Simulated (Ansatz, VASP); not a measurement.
## H2CBr2: VASP beside Ansatz

INCAR

```
PREC = Accurate
ENCUT = 520
EDIFF = 1E-6
ISMEAR = 0
SIGMA = 0.02
LREAL = Auto
LASPH = T
NELM = 100
ALGO = Normal
ISIF = 2
LWAVE = F
LCHARG = F
GGA = PS
NBANDS = 56
ISYM = 0
```

The input KPOINTS:

```
Automatic mesh
0
Gamma
  6 6 2
```

The input POSCAR:

```
H2CBr2
1.0
    5.9431025406     -2.2484475602     -0.1046244657
    5.9431025406      2.2484475602     -0.1046244657
   -5.1204591909      0.0000000000     14.1107731721
H C Br
8 4 8
Direct
    0.7677061550      0.5601475096      0.0378722233
    0.4398524904      0.2322938450      0.4621277767
    0.2322938450      0.4398524904      0.9621277767
    0.5601475096      0.7677061550      0.5378722233
    0.9274296141      0.5109712077      0.1639854431
    0.4890287923      0.0725703859      0.3360145569
    0.0725703859      0.4890287923      0.8360145569
    0.5109712077      0.9274296141      0.6639854431
    0.7234350326      0.6709543983      0.1119900065
    0.3290456017      0.2765649674      0.3880099935
    0.2765649674      0.3290456017      0.8880099935
    0.6709543983      0.7234350326      0.6119900065
    0.3611490197      0.7807539416      0.1297751205
    0.2192460584      0.6388509803      0.3702248795
    0.6388509803      0.2192460584      0.8702248795
    0.7807539416      0.3611490197      0.6297751205
    0.6419626683      0.0432067892      0.1331199429
    0.9567932108      0.3580373317      0.3668800571
    0.3580373317      0.9567932108      0.8668800571
    0.0432067892      0.6419626683      0.6331199429
```

Input for Ansatz:

```yaml
crystal:
  lattice:
    - [5.9431025406, -2.2484475602, -0.1046244657]
    - [5.9431025406, 2.2484475602, -0.1046244657]
    - [-5.1204591909, 0.0, 14.1107731721]
  atoms:
    - { symbol: H, position: [0.767706155, 0.5601475096, 0.0378722233] }
    - { symbol: H, position: [0.4398524904, 0.232293845, 0.4621277767] }
    - { symbol: H, position: [0.232293845, 0.4398524904, 0.9621277767] }
    - { symbol: H, position: [0.5601475096, 0.767706155, 0.5378722233] }
    - { symbol: H, position: [0.9274296141, 0.5109712077, 0.1639854431] }
    - { symbol: H, position: [0.4890287923, 0.0725703859, 0.3360145569] }
    - { symbol: H, position: [0.0725703859, 0.4890287923, 0.8360145569] }
    - { symbol: H, position: [0.5109712077, 0.9274296141, 0.6639854431] }
    - { symbol: C, position: [0.7234350326, 0.6709543983, 0.1119900065] }
    - { symbol: C, position: [0.3290456017, 0.2765649674, 0.3880099935] }
    - { symbol: C, position: [0.2765649674, 0.3290456017, 0.8880099935] }
    - { symbol: C, position: [0.6709543983, 0.7234350326, 0.6119900065] }
    - { symbol: Br, position: [0.3611490197, 0.7807539416, 0.1297751205] }
    - { symbol: Br, position: [0.2192460584, 0.6388509803, 0.3702248795] }
    - { symbol: Br, position: [0.6388509803, 0.2192460584, 0.8702248795] }
    - { symbol: Br, position: [0.7807539416, 0.3611490197, 0.6297751205] }
    - { symbol: Br, position: [0.6419626683, 0.0432067892, 0.1331199429] }
    - { symbol: Br, position: [0.9567932108, 0.3580373317, 0.3668800571] }
    - { symbol: Br, position: [0.3580373317, 0.9567932108, 0.8668800571] }
    - { symbol: Br, position: [0.0432067892, 0.6419626683, 0.6331199429] }
  symmetry: { detect: false }
basis:
  ecutwfc: 420
kpoints:
  mp_grid: { grid: [6, 6, 2] }
hamiltonian:
  xc: pbesol
scf:
  occupations: { method: gaussian, width: 0.02 }
  n_extra_bands: 16
output:
  forces: true
  eigenvalues: true
  stress: true
```

Alike in both runs: task single point; functional PBEsol; k mesh 6 × 6 × 2; occupations gaussian, width 0.02 eV; no spin polarisation.

|  | VASP | Ansatz |
| --- | --- | --- |
| version | VASP 6.6.1 | Ansatz 0.2.0 |
| potentials or method | VASP PAW PBE potentials, release 64 (H, C, Br), cutoff 520 eV | scalar-relativistic, plane waves, PAW |
| valence electrons in the cell | 80 | 80 |

|  | VASP | Ansatz | Ansatz less VASP |
| --- | --- | --- | --- |
| gap on the k mesh at the Fermi level (eV) | 4.16 | 4.16 | -0.002 |
| pressure (GPa) | 0.1 | 0.0 | -0.05 |
| rms of the force components (eV/Å) | 0.017 | 0.004 | -0.0137 |

VASP's potentials were made for PBE, not for PBEsol. Atom by atom the forces differ by 0.016 eV/Å (rms over components). With one functional, cell and mesh, what is left measures potentials, basis and numerics.
